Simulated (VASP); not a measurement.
# LiH in VASP: further runs, part 2 of 2

VASP 6.6.1. The steps go on from the part before.

### Step 4. Single point, PBE

This run uses another cell than the first one: it holds 4 atoms, not 2.

File INCAR:

```
ALGO = Normal ; DIPOL = 0.5 0.5 0.294
EDIFF = 1E-6 ; ENCUT = 650
GGA = PE ; GGA_COMPAT = F
IDIPOL = 3 ; ISIF = 2
ISMEAR = 0 ; LASPH = T
LCHARG = F ; LDIPOL = T
LREAL = F ; LWAVE = F
NBANDS = 12 ; NELM = 120
NELMDL = -8 ; PREC = Accurate
SIGMA = 0.1
```

File KPOINTS:

```
k-points
0
Gamma
  4 6 1
```

File POSCAR:

```
LiH
1.0
    5.3797500115      0.0040591684      0.0000000000
    0.0020527014      2.6889236384      0.0000000000
    0.0000000000      0.0000000000     23.8000000000
Li H
2 2
Direct
    0.2501684157      0.5004468356      0.2943981512
    0.7503424596      0.4992704783      0.2940137266
   -0.0002311193     -0.0003155779      0.2944966173
    0.4997202440      0.0005982640      0.2935620933
```

Potentials or basis: VASP PAW PBE potentials, release 64 (Li_sv, H).

On the command line:

```bash
$ cat potpaw_PBE.64/Li_sv/POTCAR potpaw_PBE.64/H/POTCAR > POTCAR
$ mpirun -np 1 vasp_std > vasp.out
```

OUTCAR:

```text
EDIFF = 1E-6
   ENCUT = 650
   GGA = PE
   ISIF = 2
   ISMEAR = 0
   LASPH = T
   LREAL = F
   NELM = 120
   NELMDL = -8
   PREC = Accurate

 ion  position               nearest neighbor table
   1  0.250  0.500  0.294-
   2  0.750  0.499  0.294-
   3  1.000  1.000  0.294-
   4  0.500  0.001  0.294-

  LATTYP: Found a simple monoclinic cell.
 ALAT       =     2.6889244219
 B/A-ratio  =     8.8511227040
 C/A-ratio  =     2.0007076060
 COS(beta)  =    -0.0015179179

  Lattice vectors:

 A1 = (   0.0020527014,   2.6889236384,   0.0000000000)
 A2 = (   0.0000000000,   0.0000000000, -23.8000000000)
 A3 = (  -5.3797500115,  -0.0040591684,   0.0000000000)

Analysis of symmetry for initial positions (statically):
=====================================================================
 Subroutine PRICEL returns:
 Original cell was already a primitive cell.

 Routine SETGRP: Setting up the symmetry group for a
 simple monoclinic supercell.

 Subroutine GETGRP returns: Found  1 space group operations
 (whereof  1 operations were pure point group operations)
 out of a pool of  4 trial point group operations.

The static configuration has the point symmetry C_1 .

Analysis of symmetry for dynamics (positions and initial velocities):
=====================================================================
 Subroutine PRICEL returns:
 Original cell was already a primitive cell.

 Routine SETGRP: Setting up the symmetry group for a
 simple monoclinic supercell.

 Subroutine GETGRP returns: Found  1 space group operations
 (whereof  1 operations were pure point group operations)
 out of a pool of  4 trial point group operations.

The dynamic configuration has the point symmetry C_1 .

 Subroutine INISYM returns: Found  1 space group operations
 (whereof  1 operations are pure point group operations),
 and found     1 'primitive' translations

----------------------------------------------------------------------------------------

                                     Primitive cell

  volume of cell :     344.2843

  direct lattice vectors                    reciprocal lattice vectors
     5.379750011  0.004059168  0.000000000     0.185882350 -0.000141901  0.000000000
     0.002052701  2.688923638  0.000000000    -0.000280606  0.371896235  0.000000000
     0.000000000  0.000000000 23.800000000     0.000000000  0.000000000  0.042016807

  length of vectors
     5.379751543  2.688924422 23.800000000     0.185882404  0.371896340  0.042016807

  position of ions in fractional coordinates (direct lattice)
     0.250168416  0.500446836  0.294398151
     0.750342460  0.499270478  0.294013727
     0.999768881  0.999684422  0.294496617
     0.499720244  0.000598264  0.293562093

  ion indices of the primitive-cell ions
   primitive index   ion index
                 1           1
                 2           2
                 3           3
                 4           4

----------------------------------------------------------------------------------------

 KPOINTS: k-points

Automatic generation of k-mesh.
 Grid dimensions read from file:
 generate k-points for:    4    6    1
[... 40 lines left out ...]
   ions per type =               2   2
   NGX,Y,Z   is equivalent  to a cutoff of  14.83, 14.84, 13.97 a.u.
   NGXF,Y,Z  is equivalent  to a cutoff of  29.67, 29.68, 27.94 a.u.
 SYSTEM =  unknown system
   PREC   = accura    normal or accurate (medium, high low for compatibility)
   ISTART =      0    job   : 0-new  1-cont  2-samecut
   ICHARG =      2    charge: 1-file 2-atom 10-const
   ISPIN  =      1    spin polarized calculation?
   LNONCOLLINEAR =      F non collinear calculations
   LSORBIT =      F    spin-orbit coupling
   LASPH  =      T    aspherical Exc in radial PAW
   ENCUT  =  650.0 eV  47.77 Ry    6.91 a.u.  11.18  5.59 49.48*2*pi/ulx,y,z
   NELM   =    120;   NELMIN=  2; NELMDL= -8     # of ELM steps
   EDIFF  = 0.1E-05   stopping-criterion for ELM
   LREAL  =      F    real-space projection
   EDIFFG = 0.1E-04   stopping-criterion for IOM
   NSW    =      0    number of steps for IOM
   IBRION =     -1    ionic relax: 0-MD 1-quasi-New 2-CG
   NFREE  =      0    steps in history (QN), initial steepest desc. (CG)
   ISIF   =      2    stress and relaxation
   ISYM   =      2    0-nonsym 1-usesym 2-fastsym
   POTIM  = 0.5000    time-step for ionic-motion
   TEBEG  =    0.0;   TEEND  =   0.0 temperature during run
   PSTRESS=    0.0 pullay stress
   NELECT =       8.0000    total number of electrons
   NUPDOWN=      -1.0000    fix difference up-down
   EMIN   =  10.00;   EMAX   =-10.00  energy-range for DOS
   EFERMI =   0.00;   METHOD = LEGACY
   ISMEAR =     0;   SIGMA  =   0.10  broadening in eV -4-tet -1-fermi 0-gaus
   EFERMI_NEDOS =   21; number of points for ismear=-14 and -15
   IALGO  =     38    algorithm
   IMIX   =      4    mixing-type and parameters
     AMIX     =   0.40;   BMIX     =  1.00
     AMIX_MAG =   1.60;   BMIX_MAG =  1.00
  volume/ion in A,a.u.               =      86.07       580.84
  Fermi-wavevector in a.u.,A,eV,Ry     =   0.467160  0.882805  2.969316  0.218239
  Thomas-Fermi vector in A             =   1.457427
   LORBIT       =      0    0 simple, 1 ext, 2 COOP (PROOUT), +10 PAW based schemes
   GGA     = PE    functional components
   LHFCALC =     F    Hartree Fock is set to
   AEXX    =    0.0000 exact exchange contribution
   IVDW    =     0    specifies the selected vdW correction
   LEPSILON=     F    determine dielectric tensor
   LRPA    =     F    only Hartree local field effects (RPA)
 non-spin polarized calculation
 Gauss-broadening in eV      SIGMA  =   0.10
  energy-cutoff  :      650.00
  volume of cell :      344.28
 maximum number of plane-waves:     13022
 NGX is ok and might be reduce to    48

 number of electron       7.9999994 magnetization

 dipolmoment           0.000000      0.000000     -0.002337 electrons x Angstroem

 Free energy of the ion-electron system (eV)
  ---------------------------------------------------
  ext. energy  EPLUGINS =         0.00000000
  ---------------------------------------------------
  free energy    TOTEN  =       -11.54562175 eV

  energy without entropy =      -11.54562175  energy(sigma->0) =      -11.54562175

 E-fermi :  -2.1653     XC(G=0):  -1.3050

 val. band max:       -2.7693454279   @ k =  -0.0000   0.5000   0.0000
 cond. band min:      -1.6233546679   @ k =   0.0000   0.0000   0.0000
 fundamental gap:      1.1459907600
 Fermi energy:        -2.1653096548

 k-point     1 :       0.0000    0.0000    0.0000
  band No.  band energies     occupation
      1     -48.3191      2.00000
      2     -48.2923      2.00000
      3      -7.1541      2.00000
      4      -5.7750      2.00000
      5      -1.6234      0.00000
      6       0.1388      0.00000
      7       0.5800      0.00000
      8       0.6937      0.00000
      9       1.6810      0.00000
     10       1.7019      0.00000
     11       1.7493      0.00000
     12       3.3121      0.00000
[... 181 lines left out ...]
 k-point    14 :       0.5000    0.5000    0.0000
  band No.  band energies     occupation
      1     -48.2805      2.00000
      2     -48.2800      2.00000
      3      -4.6884      2.00000
      4      -4.6834      2.00000
      5       2.0053      0.00000
      6       2.0069      0.00000
      7       4.5751      0.00000
      8       4.5771      0.00000
      9       5.0921      0.00000
     10       5.0931      0.00000
     11       5.9902      0.00000
     12       5.9924      0.00000

------------------------ aborting loop because EDIFF is reached ----------------------------------------

 vacuum level on the upper side and lower side of the slab       (xc-potential included)        -0.022         0.007

  FORCE on cell =-STRESS in cart. coord.  units (eV):
  Direction    XX          YY          ZZ          XY          YZ          ZX
  --------------------------------------------------------------------------------------
  -------------------------------------------------------------------------------------
  Total       -0.0211162      0.0008995     -0.0513928     -0.0105975      0.0000403     -0.0000049
  in kB       -0.0982675      0.0041861     -0.2391637     -0.0493169      0.0001875     -0.0000227
  external PRESSURE =      -0.1110817 kB  Pullay stress =       0.0000000 kB

 VOLUME and BASIS-vectors are now :
 -----------------------------------------------------------------------------
  energy-cutoff  :      650.00
  volume of cell :      344.28
      direct lattice vectors                 reciprocal lattice vectors
     5.379750011  0.004059168  0.000000000     0.185882350 -0.000141901  0.000000000
     0.002052701  2.688923638  0.000000000    -0.000280606  0.371896235  0.000000000
     0.000000000  0.000000000 23.800000000     0.000000000  0.000000000  0.042016807

 POSITION                                       TOTAL-FORCE (eV/Angst)
 -----------------------------------------------------------------------------------
      1.34687      1.34668      7.00668        -0.002295     -0.001145     -0.014873
      4.03768      1.34555      6.99753        -0.009034      0.004422     -0.003494
      5.38056      2.69213      7.00902         0.004991      0.000972      0.001885
      2.68837      0.00364      6.98678         0.006338     -0.004248      0.016483
 -----------------------------------------------------------------------------------
    total drift:                                0.000143     -0.000055      0.000039

  FREE ENERGIE OF THE ION-ELECTRON SYSTEM (eV)
  ---------------------------------------------------
  free  energy   TOTEN  =       -11.5456217491 eV

  energy  without entropy=      -11.5456217491  energy(sigma->0) =      -11.54562175

 vacuum level on the upper side and lower side of the slab         0.386         0.416
```

stdout:

```text
POSCAR found type information on POSCAR LiH
 POSCAR found :  2 types and       4 ions
 scaLAPACK will be used
 LDA part: xc-table for (Slater+PW92), standard interpolation
 POSCAR, INCAR and KPOINTS ok, starting setup
 FFT: planning ... GRIDC
 FFT: planning ... GRID_SOFT
 FFT: planning ... GRID
 WAVECAR not read
 entering main loop
```

It took 67 s on 1 thread of Intel Xeon 6975P-C (Granite Rapids), shared host; peak memory 0.53 GiB.

Results:

| Quantity | Value |
| --- | --- |
| Free energy | -11.5456 eV |
| Largest force | 0.018 eV/Å |
| Band gap on the k mesh | 1.15 eV |

Forces in eV/Å, atoms in the order of the input:
```
Li  -0.002 -0.001 -0.015
Li  -0.009  0.004 -0.003
H    0.005  0.001  0.002
H    0.006 -0.004  0.016
```

Levels at points of the mesh, in eV from the valence-band top:
| k point | band 2 | band 3 | band 4 | band 5 | band 6 | band 7 |
| --- | --- | --- | --- | --- | --- | --- |
| (0.00, 0.00, 0.00) | -45.52 | -4.38 | -3.01 | 1.15 | 2.91 | 3.35 |
| (0.50, 0.00, 0.00) | -45.54 | -3.79 | -3.79 | 2.44 | 2.44 | 4.09 |
| (0.00, 0.50, 0.00) | -45.50 | -3.00 | 0.00 | 4.52 | 4.93 | 4.95 |
| (0.50, 0.50, 0.00) | -45.51 | -1.92 | -1.91 | 4.77 | 4.78 | 7.34 |

### Step 5. The runs side by side

| cell | k mesh | smearing | gap on the mesh (eV) |
| --- | --- | --- | --- |
| a = 2.691, b = 2.691, c = 23.800 Å, 2 atoms | 10 × 10 × 1 | gaussian 0.01 eV | 1.15 |
| a = 5.381, b = 2.691, c = 23.800 Å, 4 atoms | 4 × 6 × 1 | gaussian 0.1 eV | 1.15 |
| a = 5.380, b = 2.689, c = 23.800 Å, angles 90.0, 90.0, 89.9°, 4 atoms | 4 × 6 × 1 | gaussian 0.1 eV | 1.15 |

Alike in all rows: task single point; level PBE; potentials or basis VASP PAW PBE potentials, release 64 (Li_sv, H); no spin polarisation; cutoff (eV) 650.

Total energies depend on the potentials used, so only differences within one code and one set of settings carry meaning.
